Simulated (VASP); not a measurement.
# BP (F-43m) in VASP: further runs

BP is run at these levels: r2SCAN; tasks: single point, relaxation of cell and atoms.

All numbers are computed with VASP 6.6.1; they aren't measurements. Logs are shortened: lines on timing, memory, paths and dates and some standing lists are left out, and cuts for length are marked.

## (1) The cell of the first run

The structure is cubic, space group F-43m (No. 216). Conventional cell: a = 4.537 Å, b = 4.537 Å, c = 4.537 Å, α = 90.00°, β = 90.00°, γ = 90.00°. Within 2.6 Å of B (site symmetry -43m) lie 4 P at 1.96 Å. Within 2.6 Å of P (site symmetry -43m) lie 4 B at 1.96 Å.

## (2) Single point, r2SCAN

The input, POSCAR:

```
BP
1.0
    2.2682571427      2.2682571427      0.0000000000
   -2.2682571427      2.2682571427      0.0000000000
    0.0000000000      2.2682571427      2.2682571427
B P
1 1
Direct
    0.0000000000      0.0000000000      0.0000000000
    0.7500000000      0.2500000000      0.5000000000
```

The input, INCAR.step1:

```
ALGO = Normal
EDIFF = 1E-4
ENCUT = 520
GGA = PE
ISMEAR = -1
LASPH = T
LCHARG = F
LREAL = F
LWAVE = T
NBANDS = 11
NELM = 60
PREC = Accurate
SIGMA = 0.1
```

The input, INCAR.step2:

```
ALGO = Normal
EDIFF = 1E-6
ENCUT = 520
ISIF = 2
ISMEAR = -1
ISTART = 1
LASPH = T
LCHARG = T
LELF = T
LMIXTAU = T
LREAL = F
LVHAR = T
LWAVE = F
METAGGA = R2SCAN
NBANDS = 11
NELM = 60
PREC = Accurate
SIGMA = 0.1
```

The input, KPOINTS:

```
k-points
0
Gamma
  12 12 12
```

Potentials or basis: VASP PAW PBE potentials, release 64 (B, P).

Run with:

```
$ cat potpaw_PBE.64/B/POTCAR potpaw_PBE.64/P/POTCAR > POTCAR
$ cp INCAR.step1 INCAR
$ mpirun -np 1 vasp_std > vasp.out
$ cp INCAR.step2 INCAR
$ mpirun -np 1 vasp_std > vasp.out
```

OUTCAR:

```text
EDIFF = 1E-6
   ENCUT = 520
   ISIF = 2
   ISMEAR = -1
   ISTART = 1
   LASPH = T
   LREAL = F
   METAGGA = R2SCAN
   NELM = 60
   PREC = Accurate

 ion  position               nearest neighbor table
   1  0.000  0.000  0.000-   2 1.96   2 1.96   2 1.96   2 1.96
   2  0.750  0.250  0.500-   1 1.96   1 1.96   1 1.96   1 1.96

  LATTYP: Found a face centered cubic cell.
 ALAT       =     4.5365142854

  Lattice vectors:

 A1 = (   0.0000000000,   2.2682571427,   2.2682571427)
 A2 = (   2.2682571427,   0.0000000000,   2.2682571427)
 A3 = (   2.2682571427,   2.2682571427,   0.0000000000)

Analysis of symmetry for initial positions (statically):
=====================================================================
 Subroutine PRICEL returns:
 Original cell was already a primitive cell.

 Routine SETGRP: Setting up the symmetry group for a
 face centered cubic supercell.

 Subroutine GETGRP returns: Found 24 space group operations
 (whereof 24 operations were pure point group operations)
 out of a pool of 48 trial point group operations.

The static configuration has the point symmetry T_d .

Analysis of symmetry for dynamics (positions and initial velocities):
=====================================================================
 Subroutine PRICEL returns:
 Original cell was already a primitive cell.

 Routine SETGRP: Setting up the symmetry group for a
 face centered cubic supercell.

 Subroutine GETGRP returns: Found 24 space group operations
 (whereof 24 operations were pure point group operations)
 out of a pool of 48 trial point group operations.

The dynamic configuration has the point symmetry T_d .

 Subroutine INISYM returns: Found 24 space group operations
 (whereof 24 operations are pure point group operations),
 and found     1 'primitive' translations

----------------------------------------------------------------------------------------

                                     Primitive cell

  volume of cell :      23.3403

  direct lattice vectors                    reciprocal lattice vectors
     2.268257143  2.268257143  0.000000000     0.220433561  0.220433561 -0.220433561
    -2.268257143  2.268257143  0.000000000    -0.220433561  0.220433561 -0.220433561
     0.000000000  2.268257143  2.268257143     0.000000000  0.000000000  0.440867123

  length of vectors
     3.207800014  3.207800014  3.207800014     0.381802128  0.381802128  0.440867123

  position of ions in fractional coordinates (direct lattice)
     0.000000000  0.000000000  0.000000000
     0.750000000  0.250000000  0.500000000

[... 84 lines left out ...]
   POTIM  = 0.5000    time-step for ionic-motion
   TEBEG  =    0.0;   TEEND  =   0.0 temperature during run
   PSTRESS=    0.0 pullay stress
   NELECT =       8.0000    total number of electrons
   NUPDOWN=      -1.0000    fix difference up-down
   EMIN   =  10.00;   EMAX   =-10.00  energy-range for DOS
   EFERMI =   0.00;   METHOD = LEGACY
   ISMEAR =    -1;   SIGMA  =   0.10  broadening in eV -4-tet -1-fermi 0-gaus
   EFERMI_NEDOS =   21; number of points for ismear=-14 and -15
   IALGO  =     38    algorithm
   IMIX   =      4    mixing-type and parameters
     AMIX     =   0.40;   BMIX     =  1.00
     AMIX_MAG =   1.60;   BMIX_MAG =  1.00
  volume/ion in A,a.u.               =      11.67        78.75
  Fermi-wavevector in a.u.,A,eV,Ry     =   1.145696  2.165051 17.859255  1.312618
  Thomas-Fermi vector in A             =   2.282383
   LORBIT       =      0    0 simple, 1 ext, 2 COOP (PROOUT), +10 PAW based schemes
   METAGGA = R2SCAN    functional components
   LHFCALC =     F    Hartree Fock is set to
   AEXX    =    0.0000 exact exchange contribution
   IVDW    =     0    specifies the selected vdW correction
   LEPSILON=     F    determine dielectric tensor
   LRPA    =     F    only Hartree local field effects (RPA)
 non-spin polarized calculation
  energy-cutoff  :      520.00
  volume of cell :       23.34
 maximum number of plane-waves:       642
   NGX = 11   NGY = 11   NGZ = 11

 number of electron       8.0000000 magnetization

 Free energy of the ion-electron system (eV)
  ---------------------------------------------------
  ext. energy  EPLUGINS =         0.00000000
  ---------------------------------------------------
  free energy    TOTEN  =       -17.31157947 eV

  energy without entropy =      -17.31156647  energy(sigma->0) =      -17.31157297

 E-fermi :   8.0993     XC(G=0): -11.5054

 val. band max:        7.4005637405   @ k =   0.0000   0.0000   0.0000
 cond. band min:       8.8418952412   @ k =  -0.4167   0.4167   0.0000
 fundamental gap:      1.4413315006
 Fermi energy:         8.0993040807

 k-point     1 :       0.0000    0.0000    0.0000
  band No.  band energies     occupation
      1      -8.8679      2.00000
      2       7.4006      1.99815
      3       7.4006      1.99815
      4       7.4006      1.99815
      5      11.0424      0.00000
      6      11.0424      0.00000
      7      11.0424      0.00000
      8      15.4267      0.00000
      9      19.8128      0.00000
     10      20.0503      0.00000
     11      20.0503      0.00000
[... 309 lines left out ...]
 k-point    24 :      -0.4167    0.1667    0.0000
  band No.  band energies     occupation
      1      -6.0917      2.00000
      2       0.0007      2.00000
      3       4.1302      2.00000
      4       4.5950      2.00000
      5      10.8471      0.00000
      6      14.3336      0.00000
      7      14.6431      0.00000
      8      15.2613      0.00000
      9      21.2720      0.00000
     10      22.8477      0.00000
     11      23.7932      0.00000

 [... further k-points ...]

------------------------ aborting loop because EDIFF is reached ----------------------------------------

  FORCE on cell =-STRESS in cart. coord.  units (eV):
  Direction    XX          YY          ZZ          XY          YZ          ZX
  --------------------------------------------------------------------------------------
  -------------------------------------------------------------------------------------
  Total       -0.0742000     -0.0742000     -0.0742000      0.0000000     -0.0000000      0.0000000
  in kB       -5.0933966     -5.0933966     -5.0933966      0.0000000     -0.0000000      0.0000000
  external PRESSURE =      -5.0933966 kB  Pullay stress =       0.0000000 kB

 VOLUME and BASIS-vectors are now :
 -----------------------------------------------------------------------------
  energy-cutoff  :      520.00
  volume of cell :       23.34
      direct lattice vectors                 reciprocal lattice vectors
     2.268257143  2.268257143  0.000000000     0.220433561  0.220433561 -0.220433561
    -2.268257143  2.268257143  0.000000000    -0.220433561  0.220433561 -0.220433561
     0.000000000  2.268257143  2.268257143     0.000000000  0.000000000  0.440867123

 POSITION                                       TOTAL-FORCE (eV/Angst)
 -----------------------------------------------------------------------------------
      0.00000      0.00000      0.00000         0.000000     -0.000000      0.000000
      1.13413      3.40239      1.13413        -0.000000      0.000000     -0.000000
 -----------------------------------------------------------------------------------
    total drift:                               -0.000000      0.000000     -0.000000

  FREE ENERGIE OF THE ION-ELECTRON SYSTEM (eV)
  ---------------------------------------------------
  free  energy   TOTEN  =       -17.3115794731 eV

  energy  without entropy=      -17.3115664699  energy(sigma->0) =      -17.31157297
```

OUTCAR.step1:

```text
EDIFF = 1E-4
   ENCUT = 520
   GGA = PE
   ISMEAR = -1
   LASPH = T
   LREAL = F
[... 554 lines left out ...]
 -----------------------------------------------------------------------------------
      0.00000      0.00000      0.00000        -0.000000      0.000000      0.000000
      1.13413      3.40239      1.13413         0.000000     -0.000000     -0.000000
 -----------------------------------------------------------------------------------
    total drift:                                0.000000      0.000000     -0.000000

  FREE ENERGIE OF THE ION-ELECTRON SYSTEM (eV)
  ---------------------------------------------------
  free  energy   TOTEN  =       -12.9306029174 eV

  energy  without entropy=      -12.9305683375  energy(sigma->0) =      -12.93058563
```

Run time: 19 s. Hardware: 1 thread of Intel Xeon 6975P-C (Granite Rapids), shared host; peak memory 0.14 GiB.

Results:

* Free energy: -17.3116 eV
* Pressure: -0.5 GPa
* Band gap on the k mesh: 1.44 eV (least direct gap 3.64 eV)

Levels at points of the mesh, in eV from the valence-band top:
```
           k point  band 1  band 2  band 3  band 4  band 5  band 6  band 7  band 8  band 9
(0.00, 0.00, 0.00)  -16.27    0.00    0.00    0.00    3.64    3.64    3.64    8.03   12.41
(0.50, 0.00, 0.00)  -12.77   -9.51   -1.87   -1.87    4.14    5.03    5.03   10.92   15.49
(0.50, 0.50, 0.00)  -11.10   -9.13   -4.35   -4.35    1.54    1.91   13.07   13.07   16.41
```

Caveat: the PAW data sets were made with another functional, which shifts forces and pressure a little.

## (3) Relaxation of cell and atoms, r2SCAN

The input, POSCAR:

```
BP
1.0
    2.2690000000      2.2690000000      0.0000000000
   -2.2690000000      2.2690000000      0.0000000000
    0.0000000000      2.2690000000      2.2690000000
B P
1 1
Direct
    0.0000000000      0.0000000000      0.0000000000
    0.7500000000      0.2500000000      0.5000000000
```

The input, INCAR.step1:

```
SYSTEM = BP
PREC = Accurate
ENCUT = 600
ISMEAR = -1
SIGMA = 0.1
LREAL = .False.
LASPH = .True.
NELM = 100
GGA = PE
ALGO = Normal
EDIFF = 1E-4
LWAVE = .True.
LCHARG = .False.
```

The input, INCAR.step2:

```
SYSTEM = BP
PREC = Accurate
ENCUT = 600
EDIFF = 1E-6
ISMEAR = -1
SIGMA = 0.1
LREAL = .False.
LASPH = .True.
NELM = 100
ALGO = Normal
ISIF = 3
LWAVE = .False.
LCHARG = .False.
METAGGA = R2SCAN
LMIXTAU = .True.
IBRION = 2
NSW = 100
EDIFFG = -0.002
ISTART = 1
```

The input, KPOINTS:

```
Automatic mesh
0
Gamma
  12 12 12
  0 0 0
```

Potentials or basis: VASP PAW PBE potentials, release 64 (B, P).

Run with:

```
$ cat potpaw_PBE.64/B/POTCAR potpaw_PBE.64/P/POTCAR > POTCAR
$ cp INCAR.step1 INCAR
$ mpirun -np 1 vasp_std > vasp.out
$ cp INCAR.step2 INCAR
$ mpirun -np 1 vasp_std > vasp.out
```

Run time: 71 s. Hardware: 1 thread of Intel Xeon 6975P-C (Granite Rapids), shared host; peak memory 0.16 GiB.

The run converged. Its results:

* Free energy: -17.3142 eV
* Relaxed volume: 11.64 Å³/atom
* Relaxed cell: a = 3.205 Å, b = 3.205 Å, c = 3.205 Å, α = 60.00°, β = 60.00°, γ = 90.00°
* Space group after relaxing (to 0.1 Å): F-43m (No. 216)
* Energy gained by relaxing: 0.1 meV/atom
* Ionic steps: 3
* Pressure after relaxing: 0.0 GPa
* Band gap on the k mesh: 1.44 eV (least direct gap 3.65 eV)

The path:
| step | energy change (eV) | largest force (eV/Å) | pressure (GPa) | volume (Å³) |
| --- | --- | --- | --- | --- |
| 1 | 0.0000 | 0.0000 | -0.67 | 23.36 |
| 2 | -0.0001 | 0.0000 | 0.54 | 23.20 |
| 3 | -0.0002 | 0.0000 | 0.01 | 23.27 |

Final structure:
```
CELL_PARAMETERS angstrom
2.26601 2.26601 0.00000
-2.26601 2.26601 0.00000
0.00000 2.26601 2.26601
ATOMIC_POSITIONS crystal
B 0.00000 0.00000 0.00000
P 0.75000 0.25000 0.50000
```

Levels at points of the mesh, in eV from the valence-band top:
```csv
k point,band 1,band 2,band 3,band 4,band 5,band 6,band 7,band 8
"(0.00, 0.00, 0.00)",-16.30,0.00,0.00,0.00,3.65,3.65,3.65,8.07
"(0.50, 0.00, 0.00)",-12.79,-9.53,-1.87,-1.87,4.16,5.03,5.03,10.94
"(0.50, 0.50, 0.00)",-11.11,-9.15,-4.36,-4.36,1.53,1.91,13.10,13.10
```

Caveat: the PAW data sets were made with another functional, which shifts forces and pressure a little. A k mesh can miss the band edges.
